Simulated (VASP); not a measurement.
# Ti (P6_3/mmc) in VASP: notebook

The runs below take Ti through single point, with PBE.

Program: VASP 6.6.1. These are calculated values, not measurements. Logs are shortened: lines on timing, memory, paths and dates and some standing lists are left out, and cuts for length are marked.

## Step 1: The cell of the first run

Symmetry: P6_3/mmc, No. 194, hexagonal system. Conventional cell: a = 2.950 Å, b = 2.950 Å, c = 4.680 Å, α = 90.00°, β = 90.00°, γ = 120.00°. Ti (site symmetry -6m2) has 12 Ti at 2.89 to 2.95 Å within 3.8 Å.

## Step 2: Single point, PBE

Input file INCAR:

```
  ALGO = Normal
  EDIFF = 1E-6
  ENCUT = 520
  GGA = PE
  ISIF = 2
  ISMEAR = 0
  LASPH = True
  LCHARG = False
  LREAL = False
  LWAVE = False
  NBANDS = 19
  NELM = 100
  PREC = Accurate
  SIGMA = 0.1
```

Input file KPOINTS:

```
k-points
0
Gamma
  6 6 4
```

Input file POSCAR:

```
Ti
1.0
    2.9500000000      0.0000000000      0.0000000000
   -1.4750000000      2.5547749412      0.0000000000
    0.0000000000      0.0000000000      4.6800000000
Ti
2
Direct
    0.3333333333      0.6666666667      0.2500000000
    0.6666666667      0.3333333333      0.7500000000
```

Potentials or basis: VASP PAW PBE potentials, release 64 (Ti_sv).

Command:

```bash
> cat potpaw_PBE.64/Ti_sv/POTCAR > POTCAR
> mpirun -np 1 vasp_std > vasp.out
```

OUTCAR:

```text
EDIFF = 1E-6
   ENCUT = 520
   GGA = PE
   ISIF = 2
   ISMEAR = 0
   LASPH = True
   LREAL = False
   NELM = 100
   PREC = Accurate

 ion  position               nearest neighbor table
   1  0.333  0.667  0.250-   2 2.89   2 2.89   2 2.89   2 2.89   2 2.89   2 2.89
   2  0.667  0.333  0.750-   1 2.89   1 2.89   1 2.89   1 2.89   1 2.89   1 2.89

  LATTYP: Found a hexagonal cell.
 ALAT       =     2.9500000000
 C/A-ratio  =     1.5864406780

  Lattice vectors:

 A1 = (   2.9500000000,   0.0000000000,   0.0000000000)
 A2 = (  -1.4750000000,   2.5547749412,   0.0000000000)
 A3 = (   0.0000000000,   0.0000000000,   4.6800000000)

Analysis of symmetry for initial positions (statically):
=====================================================================
 Subroutine PRICEL returns:
 Original cell was already a primitive cell.

 Routine SETGRP: Setting up the symmetry group for a
 hexagonal supercell.

 Subroutine GETGRP returns: Found 24 space group operations
 (whereof 12 operations were pure point group operations)
 out of a pool of 24 trial point group operations.

The static configuration has the point symmetry D_3d.
 The point group associated with its full space group is D_6h.

Analysis of symmetry for dynamics (positions and initial velocities):
=====================================================================
 Subroutine PRICEL returns:
 Original cell was already a primitive cell.

 Routine SETGRP: Setting up the symmetry group for a
 hexagonal supercell.

 Subroutine GETGRP returns: Found 24 space group operations
 (whereof 12 operations were pure point group operations)
 out of a pool of 24 trial point group operations.

The dynamic configuration has the point symmetry D_3d.
 The point group associated with its full space group is D_6h.

 Subroutine INISYM returns: Found 24 space group operations
 (whereof 12 operations are pure point group operations),
 and found     1 'primitive' translations

----------------------------------------------------------------------------------------

                                     Primitive cell

  volume of cell :      35.2712

  direct lattice vectors                    reciprocal lattice vectors
     2.950000000  0.000000000  0.000000000     0.338983051  0.195711956  0.000000000
    -1.475000000  2.554774941  0.000000000     0.000000000  0.391423911  0.000000000
     0.000000000  0.000000000  4.680000000     0.000000000  0.000000000  0.213675214

  length of vectors
     2.950000000  2.950000000  4.680000000     0.391423911  0.391423911  0.213675214

  position of ions in fractional coordinates (direct lattice)
     0.333333333  0.666666667  0.250000000
     0.666666667  0.333333333  0.750000000

  ion indices of the primitive-cell ions
   primitive index   ion index
                 1           1
                 2           2

----------------------------------------------------------------------------------------

 KPOINTS: k-points

Automatic generation of k-mesh.
 Grid dimensions read from file:
 generate k-points for:    6    6    4

 Generating k-lattice:

  Cartesian coordinates                     Fractional coordinates (reciprocal lattice)
     0.056497175  0.032618659  0.000000000     0.166666667 -0.000000000  0.000000000
     0.000000000  0.065237319  0.000000000     0.000000000  0.166666667  0.000000000
     0.000000000  0.000000000  0.053418803     0.000000000  0.000000000  0.250000000

  Length of vectors
     0.065237319  0.065237319  0.053418803

  Shift w.r.t. Gamma in fractional coordinates (k-lattice)
     0.000000000  0.000000000  0.000000000

 Subroutine IBZKPT returns following result:
 ===========================================

 Found     21 irreducible k-points:

 Following reciprocal coordinates:
            Coordinates               Weight
  0.000000  0.000000  0.000000      1.000000
  0.166667  0.000000  0.000000      6.000000
  0.333333 -0.000000  0.000000      6.000000
  0.500000  0.000000  0.000000      3.000000
  0.166667  0.166667  0.000000      6.000000
  0.333333  0.166667  0.000000     12.000000
[... 13 lines left out ...]
  0.333333  0.166667  0.500000     12.000000
  0.333333  0.333333  0.500000      2.000000
   k-points           NKPTS =     21   k-points in BZ     NKDIM =     21   number of bands    NBANDS=     19
   number of dos      NEDOS =    301   number of ions     NIONS =      2
   total plane-waves  NPLWV =  20736
   dimension x,y,z NGX =    24 NGY =   24 NGZ =   36
   dimension x,y,z NGXF=    48 NGYF=   48 NGZF=   72
   ions per type =               2
   NGX,Y,Z   is equivalent  to a cutoff of  13.53, 13.53, 12.79 a.u.
   NGXF,Y,Z  is equivalent  to a cutoff of  27.05, 27.05, 25.58 a.u.
 SYSTEM =  unknown system
   PREC   = accura    normal or accurate (medium, high low for compatibility)
   ISTART =      0    job   : 0-new  1-cont  2-samecut
   ICHARG =      2    charge: 1-file 2-atom 10-const
   ISPIN  =      1    spin polarized calculation?
   LNONCOLLINEAR =      F non collinear calculations
   LSORBIT =      F    spin-orbit coupling
   LASPH  =      T    aspherical Exc in radial PAW
   ENCUT  =  520.0 eV  38.22 Ry    6.18 a.u.   5.49  5.49  8.70*2*pi/ulx,y,z
   NELM   =    100;   NELMIN=  2; NELMDL= -5     # of ELM steps
   EDIFF  = 0.1E-05   stopping-criterion for ELM
   LREAL  =      F    real-space projection
   EDIFFG = 0.1E-04   stopping-criterion for IOM
   NSW    =      0    number of steps for IOM
   IBRION =     -1    ionic relax: 0-MD 1-quasi-New 2-CG
   NFREE  =      0    steps in history (QN), initial steepest desc. (CG)
   ISIF   =      2    stress and relaxation
   ISYM   =      2    0-nonsym 1-usesym 2-fastsym
   POTIM  = 0.5000    time-step for ionic-motion
   TEBEG  =    0.0;   TEEND  =   0.0 temperature during run
   PSTRESS=    0.0 pullay stress
   NELECT =      24.0000    total number of electrons
   NUPDOWN=      -1.0000    fix difference up-down
   EMIN   =  10.00;   EMAX   =-10.00  energy-range for DOS
   EFERMI =   0.00;   METHOD = LEGACY
   ISMEAR =     0;   SIGMA  =   0.10  broadening in eV -4-tet -1-fermi 0-gaus
   EFERMI_NEDOS =   21; number of points for ismear=-14 and -15
   IALGO  =     38    algorithm
   IMIX   =      4    mixing-type and parameters
     AMIX     =   0.40;   BMIX     =  1.00
     AMIX_MAG =   1.60;   BMIX_MAG =  1.00
  volume/ion in A,a.u.               =      17.64       119.01
  Fermi-wavevector in a.u.,A,eV,Ry     =   1.439920  2.721055 28.209912  2.073370
  Thomas-Fermi vector in A             =   2.558722
   LORBIT       =      0    0 simple, 1 ext, 2 COOP (PROOUT), +10 PAW based schemes
   GGA     = PE    functional components
   LHFCALC =     F    Hartree Fock is set to
   AEXX    =    0.0000 exact exchange contribution
   IVDW    =     0    specifies the selected vdW correction
   LEPSILON=     F    determine dielectric tensor
   LRPA    =     F    only Hartree local field effects (RPA)
 non-spin polarized calculation
 Gauss-broadening in eV      SIGMA  =   0.10
  energy-cutoff  :      520.00
  volume of cell :       35.27
 maximum number of plane-waves:       966
 NGX is ok and might be reduce to    24
   NGX = 11   NGY = 11   NGZ = 17

 number of electron      24.0000002 magnetization

 Free energy of the ion-electron system (eV)
  ---------------------------------------------------
  ext. energy  EPLUGINS =         0.00000000
  ---------------------------------------------------
  free energy    TOTEN  =       -15.65990559 eV

  energy without entropy =      -15.64150746  energy(sigma->0) =      -15.65070653

 E-fermi :   8.2442     XC(G=0): -11.4248

 val. band max:        8.1967532979   @ k =   0.3333   0.3333   0.2500
 cond. band min:       8.2589696765   @ k =   0.0000   0.0000   0.5000
 fundamental gap:      0.0622163787
 Fermi energy:         8.2441776143

 k-point     1 :       0.0000    0.0000    0.0000
  band No.  band energies     occupation
      1     -48.7016      2.00000
      2     -48.5739      2.00000
      3     -25.2698      2.00000
      4     -24.6595      2.00000
      5     -24.6595      2.00000
      6     -24.5980      2.00000
[... 11 lines left out ...]
     18       9.7866      0.00000
     19      11.2762      0.00000

 k-point     2 :       0.1667    0.0000    0.0000
  band No.  band energies     occupation
      1     -48.6773      2.00000
      2     -48.5647      2.00000
      3     -25.2140      2.00000
      4     -24.7706      2.00000
      5     -24.6955      2.00000
      6     -24.6777      2.00000
[... 11 lines left out ...]
     18       9.8912      0.00000
     19      11.4469      0.00000

 k-point     3 :       0.3333   -0.0000    0.0000
  band No.  band energies     occupation
      1     -48.6241      2.00000
      2     -48.5507      2.00000
      3     -25.0790      2.00000
      4     -24.9966      2.00000
      5     -24.8922      2.00000
      6     -24.7630      2.00000
[... 11 lines left out ...]
     18      10.9587      0.00000
     19      11.6287      0.00000

 k-point     4 :       0.5000    0.0000    0.0000
  band No.  band energies     occupation
      1     -48.5912      2.00000
      2     -48.5497      2.00000
      3     -25.1103      2.00000
      4     -24.9943      2.00000
      5     -24.9792      2.00000
      6     -24.7953      2.00000
[... 11 lines left out ...]
     18      11.6846      0.00000
     19      12.4513      0.00000

 k-point     5 :       0.1667    0.1667    0.0000
  band No.  band energies     occupation
      1     -48.6383      2.00000
      2     -48.5533      2.00000
      3     -25.1175      2.00000
      4     -24.8888      2.00000
      5     -24.8784      2.00000
      6     -24.7278      2.00000
[... 11 lines left out ...]
     18      10.9116      0.00000
     19      11.5052      0.00000
[... 268 lines left out ...]
      2     -48.5704      2.00000
      3     -25.1715      2.00000
      4     -25.1715      2.00000
      5     -24.7494      2.00000
      6     -24.7494      2.00000
[... 11 lines left out ...]
     18      11.5944      0.00000
     19      11.8964      0.00000

 k-point    19 :       0.1667    0.1667    0.5000
  band No.  band energies     occupation
      1     -48.5959      2.00000
      2     -48.5959      2.00000
      3     -25.0334      2.00000
      4     -25.0334      2.00000
      5     -24.7507      2.00000
      6     -24.7507      2.00000
[... 11 lines left out ...]
     18      11.1725      0.00000
     19      11.4529      0.00000

 k-point    20 :       0.3333    0.1667    0.5000
  band No.  band energies     occupation
      1     -48.5704      2.00000
      2     -48.5704      2.00000
      3     -25.1234      2.00000
      4     -25.1234      2.00000
      5     -24.8200      2.00000
      6     -24.8200      2.00000
[... 11 lines left out ...]
     18      11.4625      0.00000
     19      12.6822      0.00000

 k-point    21 :       0.3333    0.3333    0.5000
  band No.  band energies     occupation
      1     -48.5619      2.00000
      2     -48.5619      2.00000
      3     -25.0920      2.00000
      4     -25.0920      2.00000
      5     -24.9177      2.00000
      6     -24.9177      2.00000
[... 11 lines left out ...]
     18      11.2765      0.00000
     19      14.8114      0.00000

------------------------ aborting loop because EDIFF is reached ----------------------------------------

  FORCE on cell =-STRESS in cart. coord.  units (eV):
  Direction    XX          YY          ZZ          XY          YZ          ZX
  --------------------------------------------------------------------------------------
  -------------------------------------------------------------------------------------
  Total       -0.4304351     -0.4304351     -0.2710653      0.0000000     -0.0000000      0.0000000
  in kB      -19.5522957    -19.5522957    -12.3130028      0.0000000     -0.0000000      0.0000000
  external PRESSURE =     -17.1391981 kB  Pullay stress =       0.0000000 kB

 VOLUME and BASIS-vectors are now :
 -----------------------------------------------------------------------------
  energy-cutoff  :      520.00
  volume of cell :       35.27
      direct lattice vectors                 reciprocal lattice vectors
     2.950000000  0.000000000  0.000000000     0.338983051  0.195711956  0.000000000
    -1.475000000  2.554774941  0.000000000     0.000000000  0.391423911  0.000000000
     0.000000000  0.000000000  4.680000000     0.000000000  0.000000000  0.213675214

 POSITION                                       TOTAL-FORCE (eV/Angst)
 -----------------------------------------------------------------------------------
     -0.00000      1.70318      1.17000         0.000000      0.000000      0.000000
      1.47500      0.85159      3.51000        -0.000000     -0.000000      0.000000
 -----------------------------------------------------------------------------------
    total drift:                               -0.000000      0.000000     -0.000000

  FREE ENERGIE OF THE ION-ELECTRON SYSTEM (eV)
  ---------------------------------------------------
  free  energy   TOTEN  =       -15.6599055932 eV

  energy  without entropy=      -15.6415074600  energy(sigma->0) =      -15.65070653
```

Wall time 7.2 s (1 thread of Intel Xeon 6975P-C (Granite Rapids), shared host); peak memory 0.15 GiB.

Results:

| Quantity | Value |
| --- | --- |
| Free energy | -15.6599 eV |
| Pressure | -1.7 GPa |
| Band gap on the k mesh | zero (band 12 reaches 8.95 eV, above the bottom of band 13 at 7.95 eV) |

Caveat: the k points lie up to 0.41 Å⁻¹ apart.

## Step 3: Single point, PBE

This run uses another cell than the first one, of 17.39 Å³/atom, 0.986 times its volume.

Input file INCAR:

```
SYSTEM = Ti
PREC = Accurate ; ENCUT = 520
EDIFF = 1E-6 ; ISMEAR = 0
SIGMA = 0.1 ; LREAL = .False.
LASPH = .True. ; NELM = 80
ALGO = Fast ; ISIF = 2
LWAVE = .False. ; LCHARG = .False.
GGA = PE ; NBANDS = 19
```

Input file KPOINTS:

```
Automatic mesh
0
Gamma
  18 18 10
  0 0 0
```

Input file POSCAR:

```
Ti
1.0
    2.9385821062      0.0000000000      0.0000000000
   -1.4692910531      2.5448867551      0.0000000000
    0.0000000000      0.0000000000      4.6504271809
Ti
2
Direct
    0.3333333333      0.6666666667      0.2500000000
    0.6666666667      0.3333333333      0.7500000000
```

Potentials or basis: VASP PAW PBE potentials, release 64 (Ti_sv).

Command:

```bash
> cat potpaw_PBE.64/Ti_sv/POTCAR > POTCAR
> mpirun -np 1 vasp_std > vasp.out
```

It took 2.8 min on 1 thread of Intel Xeon 6975P-C (Granite Rapids), shared host; peak memory 0.24 GiB.

Results (log left out):

| Item | Value |
| --- | --- |
| Free energy | -15.6773 eV |
| Pressure | -0.6 GPa |
| Band gap on the k mesh | zero (band 12 reaches 9.10 eV, above the bottom of band 13 at 8.00 eV) |

Levels at points of the mesh, in eV from the Fermi level:
```tsv
k point	band 8	band 9	band 10	band 11	band 12	band 13	band 14	band 15	band 16	band 17
(0.00, 0.00, 0.00)	-32.72	-6.22	-2.70	0.76	0.76	0.76	0.88	1.26	1.26	1.61
(0.50, 0.00, 0.00)	-32.79	-2.36	-2.16	-1.85	-0.64	0.47	0.62	1.17	3.32	3.55
(0.00, 0.00, 0.50)	-32.77	-4.36	-4.36	0.08	0.08	0.67	0.67	0.67	0.67	2.78
(0.50, 0.00, 0.50)	-32.88	-2.55	-2.55	-0.82	-0.82	1.31	1.31	1.71	1.71	3.46
```
